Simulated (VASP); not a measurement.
# Hf3N4 (I-43d) in VASP: relaxation of the atoms with PBE

Aim: the relaxation of the atoms of Hf3N4 with PBE.

All numbers are computed with VASP 6.6.1; they aren't measurements. Logs are shortened: lines on timing, memory, paths and dates and some standing lists are left out, and cuts for length are marked.

### Step 1. The cell of the first run

It takes space group I-43d (No. 220, cubic). Conventional cell: a = 6.789 Å, b = 6.789 Å, c = 6.789 Å, α = 90.00°, β = 90.00°, γ = 90.00°. Hf (site symmetry -4) has 8 N at 2.24 to 2.47 Å within 3.0 Å. Within 3.0 Å of N (site symmetry 3) lie 6 Hf at 2.24 to 2.47 Å and 5 N at 2.64 to 2.94 Å.

### Step 2. Relaxation of the atoms, PBE (11.18 Å³/atom)

Input file INCAR:

```
SYSTEM = Hf3N4
PREC = Accurate
ENCUT = 520
EDIFF = 1E-7
ISMEAR = -1
SIGMA = 0.02
LREAL = .False.
LASPH = .True.
NELM = 120
ALGO = Normal
ISIF = 2
LWAVE = .False.
LCHARG = .False.
GGA = PE
IBRION = 2
NSW = 80
EDIFFG = -0.02
GGA_COMPAT = .False.
NELMIN = 4
KPAR = 4
```

Input file KPOINTS:

```
Automatic mesh
0
Gamma
  6 6 6
  0 0 0
```

Input file POSCAR:

```
Hf3N4
1.0
   -3.3945905825      3.3945905825      3.3945905825
    3.3945905825     -3.3945905825      3.3945905825
    3.3945905825      3.3945905825     -3.3945905825
Hf N
6 8
Direct
    0.2500000000      0.6250000000      0.3750000000
    0.3750000000      0.2500000000      0.6250000000
    0.7500000000      0.8750000000      0.1250000000
    0.1250000000      0.7500000000      0.8750000000
    0.6250000000      0.3750000000      0.2500000000
    0.8750000000      0.1250000000      0.7500000000
    0.1355620488      0.1355620488      0.1355620488
    0.8644379512      0.5000000000      0.0000000000
    0.5000000000      0.0000000000      0.3644379512
    0.0000000000      0.8644379512      0.5000000000
    0.3644379512      0.5000000000      0.0000000000
    0.6355620488      0.6355620488      0.6355620488
    0.0000000000      0.3644379512      0.5000000000
    0.5000000000      0.0000000000      0.8644379512
```

Potentials or basis: VASP PAW PBE potentials, release 64 (Hf_pv, N).

The run is started by

```
> cat potpaw_PBE.64/Hf_pv/POTCAR potpaw_PBE.64/N/POTCAR > POTCAR
> mpirun -np 4 vasp_std > vasp.out
```

OUTCAR:

```text
SYSTEM = Hf3N4
   PREC = Accurate
   ENCUT = 520
   EDIFF = 1E-7
   ISMEAR = -1
   LREAL = .False.
   LASPH = .True.
   NELM = 120
   ISIF = 2
   GGA = PE
   IBRION = 2
   NSW = 80
   EDIFFG = -0.02
   NELMIN = 4

 ion  position               nearest neighbor table
   1  0.250  0.625  0.375-   8 2.24   9 2.24  12 2.24  13 2.24  11 2.47   7 2.47  10 2.47  14 2.47
                             6 3.18   5 3.18   2 3.18   4 3.18   5 3.18   4 3.18   6 3.18   2 3.18
   2  0.375  0.250  0.625-  10 2.24  12 2.24  11 2.24   9 2.24   7 2.47   8 2.47  13 2.47  14 2.47
                             5 3.18   6 3.18   3 3.18   5 3.18   1 3.18   1 3.18   6 3.18   3 3.18
   3  0.750  0.875  0.125-   7 2.24  11 2.24  10 2.24  14 2.24   9 2.47  12 2.47  13 2.47   8 2.47
                             5 3.18   6 3.18   2 3.18   6 3.18   4 3.18   5 3.18   2 3.18   4 3.18
   4  0.125  0.750  0.875-   7 2.24   8 2.24  13 2.24  14 2.24  11 2.47  12 2.47   9 2.47  10 2.47
                             5 3.18   6 3.18   1 3.18   3 3.18   6 3.18   1 3.18   3 3.18   5 3.18
   5  0.625  0.375  0.250-  11 2.24  12 2.24  13 2.24  14 2.24   7 2.47   8 2.47   9 2.47  10 2.47
                             1 3.18   4 3.18   1 3.18   2 3.18   3 3.18   2 3.18   3 3.18   4 3.18
   6  0.875  0.125  0.750-   7 2.24   8 2.24   9 2.24  10 2.24  11 2.47  12 2.47  13 2.47  14 2.47
                             4 3.18   1 3.18   2 3.18   3 3.18   4 3.18   3 3.18   2 3.18   1 3.18
   7  0.136  0.136  0.136-   3 2.24   4 2.24   6 2.24   2 2.47   5 2.47   1 2.47
   8  0.864  0.500  0.000-   1 2.24   4 2.24   6 2.24   2 2.47   5 2.47   3 2.47
   9  0.500  0.000  0.364-   1 2.24   2 2.24   6 2.24   4 2.47   5 2.47   3 2.47
  10  0.000  0.864  0.500-   2 2.24   3 2.24   6 2.24   4 2.47   5 2.47   1 2.47
  11  0.364  0.500  0.000-   3 2.24   2 2.24   5 2.24   4 2.47   1 2.47   6 2.47
  12  0.636  0.636  0.636-   2 2.24   1 2.24   5 2.24   4 2.47   3 2.47   6 2.47
  13  0.000  0.364  0.500-   1 2.24   4 2.24   5 2.24   2 2.47   3 2.47   6 2.47
  14  0.500  0.000  0.864-   3 2.24   4 2.24   5 2.24   2 2.47   1 2.47   6 2.47

  LATTYP: Found a body centered cubic cell.
 ALAT       =     6.7891811650

  Lattice vectors:

 A1 = (  -3.3945905825,   3.3945905825,   3.3945905825)
 A2 = (   3.3945905825,  -3.3945905825,   3.3945905825)
 A3 = (   3.3945905825,   3.3945905825,  -3.3945905825)

Analysis of symmetry for initial positions (statically):
=====================================================================
 Subroutine PRICEL returns:
 Original cell was already a primitive cell.

 Routine SETGRP: Setting up the symmetry group for a
 body centered cubic supercell.

 Subroutine GETGRP returns: Found 24 space group operations
 (whereof  3 operations were pure point group operations)
 out of a pool of 48 trial point group operations.

The static configuration has the point symmetry C_3 .
 The point group associated with its full space group is T_d .

Analysis of symmetry for dynamics (positions and initial velocities):
=====================================================================
 Subroutine PRICEL returns:
 Original cell was already a primitive cell.

 Routine SETGRP: Setting up the symmetry group for a
 body centered cubic supercell.

 Subroutine GETGRP returns: Found 24 space group operations
 (whereof  3 operations were pure point group operations)
 out of a pool of 48 trial point group operations.

The dynamic configuration has the point symmetry C_3 .
 The point group associated with its full space group is T_d .

 Subroutine INISYM returns: Found 24 space group operations
 (whereof  3 operations are pure point group operations),
 and found     1 'primitive' translations

----------------------------------------------------------------------------------------

                                     Primitive cell

  volume of cell :     156.4668

  direct lattice vectors                    reciprocal lattice vectors
    -3.394590582  3.394590582  3.394590582     0.000000000  0.147293168  0.147293168
     3.394590582 -3.394590582  3.394590582     0.147293168  0.000000000  0.147293168
     3.394590582  3.394590582 -3.394590582     0.147293168  0.147293168  0.000000000

  length of vectors
     5.879603360  5.879603360  5.879603360     0.208303995  0.208303995  0.208303995

  position of ions in fractional coordinates (direct lattice)
     0.250000000  0.625000000  0.375000000
     0.375000000  0.250000000  0.625000000
     0.750000000  0.875000000  0.125000000
     0.125000000  0.750000000  0.875000000
     0.625000000  0.375000000  0.250000000
     0.875000000  0.125000000  0.750000000
     0.135562049  0.135562049  0.135562049
     0.864437951  0.500000000  0.000000000
     0.500000000  0.000000000  0.364437951
     0.000000000  0.864437951  0.500000000
     0.364437951  0.500000000  0.000000000
     0.635562049  0.635562049  0.635562049
     0.000000000  0.364437951  0.500000000
     0.500000000  0.000000000  0.864437951

  ion indices of the primitive-cell ions
   primitive index   ion index
                 1           1
                 2           2
                 3           3
                 4           4
                 5           5
                 6           6
                 7           7
                 8           8
                 9           9
                10          10
                11          11
                12          12
                13          13
                14          14

----------------------------------------------------------------------------------------

 KPOINTS: Automatic mesh

Automatic generation of k-mesh.
 Grid dimensions read from file:
 generate k-points for:    6    6    6

 Generating k-lattice:

  Cartesian coordinates                     Fractional coordinates (reciprocal lattice)
     0.000000000  0.024548861  0.024548861     0.166666667  0.000000000  0.000000000
     0.024548861  0.000000000  0.024548861     0.000000000  0.166666667  0.000000000
     0.024548861  0.024548861  0.000000000     0.000000000  0.000000000  0.166666667

  Length of vectors
     0.034717333  0.034717333  0.034717333

  Shift w.r.t. Gamma in fractional coordinates (k-lattice)
     0.000000000  0.000000000  0.000000000

 Subroutine IBZKPT returns following result:
 ===========================================

 Found     16 irreducible k-points:

 Following reciprocal coordinates:
            Coordinates               Weight
  0.000000  0.000000  0.000000      1.000000
  0.166667  0.000000  0.000000     12.000000
  0.333333  0.000000  0.000000     12.000000
  0.500000  0.000000  0.000000      6.000000
  0.166667  0.166667  0.000000     24.000000
  0.333333  0.166667 -0.000000     48.000000
[... 8 lines left out ...]
  0.500000  0.500000  0.333333     12.000000
  0.500000  0.500000  0.500000      1.000000
   k-points           NKPTS =     16   k-points in BZ     NKDIM =     16   number of bands    NBANDS=     60
   number of dos      NEDOS =    301   number of ions     NIONS =     14
   total plane-waves  NPLWV = 110592
   dimension x,y,z NGX =    48 NGY =   48 NGZ =   48
   dimension x,y,z NGXF=    96 NGYF=   96 NGZF=   96
   ions per type =               6   8
   NGX,Y,Z   is equivalent  to a cutoff of  13.57, 13.57, 13.57 a.u.
   NGXF,Y,Z  is equivalent  to a cutoff of  27.14, 27.14, 27.14 a.u.
 SYSTEM =  Hf3N4
   PREC   = accura    normal or accurate (medium, high low for compatibility)
   ISTART =      0    job   : 0-new  1-cont  2-samecut
   ICHARG =      2    charge: 1-file 2-atom 10-const
   ISPIN  =      1    spin polarized calculation?
   LNONCOLLINEAR =      F non collinear calculations
   LSORBIT =      F    spin-orbit coupling
   LASPH  =      T    aspherical Exc in radial PAW
   ENCUT  =  520.0 eV  38.22 Ry    6.18 a.u.  10.93 10.93 10.93*2*pi/ulx,y,z
   NELM   =    120;   NELMIN=  4; NELMDL= -5     # of ELM steps
   EDIFF  = 0.1E-06   stopping-criterion for ELM
   LREAL  =      F    real-space projection
   EDIFFG = -.2E-01   stopping-criterion for IOM
   NSW    =     80    number of steps for IOM
   IBRION =      2    ionic relax: 0-MD 1-quasi-New 2-CG
   NFREE  =      1    steps in history (QN), initial steepest desc. (CG)
   ISIF   =      2    stress and relaxation
   ISYM   =      2    0-nonsym 1-usesym 2-fastsym
   POTIM  = 0.5000    time-step for ionic-motion
   TEBEG  =    0.0;   TEEND  =   0.0 temperature during run
   PSTRESS=    0.0 pullay stress
   NELECT =     100.0000    total number of electrons
   NUPDOWN=      -1.0000    fix difference up-down
   EMIN   =  10.00;   EMAX   =-10.00  energy-range for DOS
   EFERMI =   0.00;   METHOD = LEGACY
   ISMEAR =    -1;   SIGMA  =   0.02  broadening in eV -4-tet -1-fermi 0-gaus
   EFERMI_NEDOS =   21; number of points for ismear=-14 and -15
   IALGO  =     38    algorithm
   IMIX   =      4    mixing-type and parameters
     AMIX     =   0.40;   BMIX     =  1.00
     AMIX_MAG =   1.60;   BMIX_MAG =  1.00
  volume/ion in A,a.u.               =      11.18        75.42
  Fermi-wavevector in a.u.,A,eV,Ry     =   1.410157  2.664810 27.055762  1.988542
  Thomas-Fermi vector in A             =   2.532139
   LORBIT       =      0    0 simple, 1 ext, 2 COOP (PROOUT), +10 PAW based schemes
   GGA     = PE    functional components
   LHFCALC =     F    Hartree Fock is set to
   AEXX    =    0.0000 exact exchange contribution
   IVDW    =     0    specifies the selected vdW correction
   LEPSILON=     F    determine dielectric tensor
   LRPA    =     F    only Hartree local field effects (RPA)
 conjugate gradient relaxation of ions
 non-spin polarized calculation
  energy-cutoff  :      520.00
  volume of cell :      156.47
 maximum number of plane-waves:      4244
 NGX is ok and might be reduce to    48
   NGX = 21   NGY = 21   NGZ = 21

--------------------------------------- Ionic step        1  -------------------------------------------

 number of electron     100.0000019 magnetization

 Free energy of the ion-electron system (eV)
  ---------------------------------------------------
  ext. energy  EPLUGINS =         0.00000000
  ---------------------------------------------------
  free energy    TOTEN  =      -148.44822893 eV

  energy without entropy =     -148.44822893  energy(sigma->0) =     -148.44822893

------------------------ aborting loop because EDIFF is reached ----------------------------------------

  FORCE on cell =-STRESS in cart. coord.  units (eV):
  Direction    XX          YY          ZZ          XY          YZ          ZX
  --------------------------------------------------------------------------------------
  -------------------------------------------------------------------------------------
  Total       -9.3344309     -9.3344309     -9.3344309     -0.0000000     -0.0000000     -0.0000000
  in kB      -95.5820253    -95.5820253    -95.5820253     -0.0000000     -0.0000000     -0.0000000
  external PRESSURE =     -95.5820253 kB  Pullay stress =       0.0000000 kB
[... 129 lines left out ...]
  energy  without entropy=     -148.5075434226  energy(sigma->0) =     -148.50754342

--------------------------------------- Ionic step        4  -------------------------------------------

 number of electron     100.0000019 magnetization

 Free energy of the ion-electron system (eV)
  ---------------------------------------------------
  ext. energy  EPLUGINS =         0.00000000
  ---------------------------------------------------
  free energy    TOTEN  =      -148.51037660 eV

  energy without entropy =     -148.51037660  energy(sigma->0) =     -148.51037660

 E-fermi :   6.7892     XC(G=0): -12.5521

 val. band max:        6.3213648163   @ k =   0.0000   0.0000   0.0000
 cond. band min:       7.3636611849   @ k =   0.0000   0.0000   0.0000
 fundamental gap:      1.0422963687
 Fermi energy:         6.7892214253

 k-point     1 :       0.0000    0.0000    0.0000
  band No.  band energies     occupation
      1     -24.4337      2.00000
      2     -24.4337      2.00000
      3     -24.4337      2.00000
      4     -24.3590      2.00000
      5     -24.3417      2.00000
      6     -24.3417      2.00000
[... 1038 lines left out ...]
  FREE ENERGIE OF THE ION-ELECTRON SYSTEM (eV)
  ---------------------------------------------------
  free  energy   TOTEN  =      -148.5103766044 eV

  energy  without entropy=     -148.5103766044  energy(sigma->0) =     -148.51037660

 reached required accuracy - stopping structural energy minimisation
```

Run time: 4.1 min. Hardware: 4 MPI ranks of AMD EPYC 7R13 (Zen 3), shared host; peak memory 0.37 GiB.

What came out:

- Free energy: -148.5104 eV
- Energy gained by relaxing: 4.4 meV/atom
- Ionic steps: 4
- Pressure after relaxing: -6.4 GPa
- Band gap on the k mesh: 1.04 eV

Forces on the atoms (eV/Å):
```
Hf   0.000  0.000  0.000
Hf   0.000  0.000  0.000
Hf   0.000  0.000  0.000
Hf   0.000  0.000  0.000
Hf   0.000  0.000  0.000
Hf   0.000  0.000  0.000
N    0.002  0.002  0.002
N    0.002 -0.002 -0.002
N   -0.002 -0.002  0.002
N   -0.002  0.002 -0.002
N    0.002 -0.002 -0.002
N    0.002  0.002  0.002
N   -0.002  0.002 -0.002
N   -0.002 -0.002  0.002
```

The path:
```
step  energy change (eV)  largest force (eV/Å)  pressure (GPa)
   1              0.0000                0.2504           -9.56
   2             -0.0219                0.2020           -9.01
   3             -0.0593                0.0548           -7.16
   4             -0.0621                0.0028           -6.39
```

Final structure:
```
Hf N
1.0
    -3.39459    3.39459    3.39459
     3.39459   -3.39459    3.39459
     3.39459    3.39459   -3.39459
Hf N
6 8
Cartesian
  2.5459 0.0000 1.6973
  1.6973 2.5459 0.0000
  0.8486 0.0000 5.0919
  5.0919 0.8486 0.0000
  0.0000 1.6973 2.5459
  0.0000 5.0919 0.8486
  0.4245 0.4245 0.4245
  -1.2728 1.2728 4.6674
  2.9701 -0.4245 3.8191
  4.6674 -1.2728 1.2728
  0.4245 -0.4245 2.9701
  2.1218 2.1218 2.1218
  2.9701 0.4245 -0.4245
  4.6674 1.2728 2.1218
```

Levels at points of the mesh, in eV from the valence-band top:
```tsv
k point	band 46	band 47	band 48	band 49	band 50	band 51	band 52	band 53	band 54	band 55
(0.00, 0.00, 0.00)	-1.27	-1.27	0.00	0.00	0.00	1.04	1.04	1.91	1.91	1.91
(0.50, 0.00, 0.00)	-1.99	-1.48	-1.48	-0.85	-0.85	2.56	2.56	2.64	2.64	3.48
(0.50, 0.50, 0.50)	-1.75	-0.58	-0.58	-0.58	-0.58	3.71	3.71	3.71	3.71	3.71
```

Caveat: spin-orbit coupling is left out, which moves the levels of the heavy elements. A k mesh can miss the band edges.
